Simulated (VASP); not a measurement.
A run of VASP 6.6.1 is set up as follows.

File INCAR:

```
PREC = Accurate
ENCUT = 600
EDIFF = 1E-6
ISMEAR = -1
SIGMA = 0.05
LREAL = F
LASPH = T
NELM = 60
ALGO = Normal
ISIF = 3
LWAVE = F
LCHARG = F
GGA = PE
IBRION = 2
NSW = 80
EDIFFG = -0.01
PSTRESS = 100.0
```

The input KPOINTS:

```
Automatic mesh
0
Gamma
  8 8 8
```

POSCAR

```
Tc
1.0
    2.5100000000      0.0000000000      0.0000000000
    0.0000000000      2.5100000000      0.0000000000
    0.0000000000      0.0000000000      2.5100000000
Tc
1
Direct
    0.0000000000      0.0000000000      0.0000000000
```

Potentials or basis: VASP PAW PBE potentials, release 64 (Tc_pv).

Command:

```sh
$ cat potpaw_PBE.64/Tc_pv/POTCAR > POTCAR
$ mpirun -np 1 vasp_std > vasp.out
```

**Question.** Predict the relaxed cell.

**Answer.** a = 2.498 Å, b = 2.498 Å, c = 2.498 Å, α = 90.00°, β = 90.00°, γ = 90.00°.

**Question.** Estimate the space group after relaxing (to 0.05 Å).

**Answer.** Pm-3m (No. 221).

Final structure:
```xyz
1
Lattice="2.4980 0.0000 0.0000 0.0000 2.4980 0.0000 0.0000 0.0000 2.4980" Properties=species:S:1:pos:R:3 pbc="T T T"
Tc    0.0000    0.0000    0.0000
```
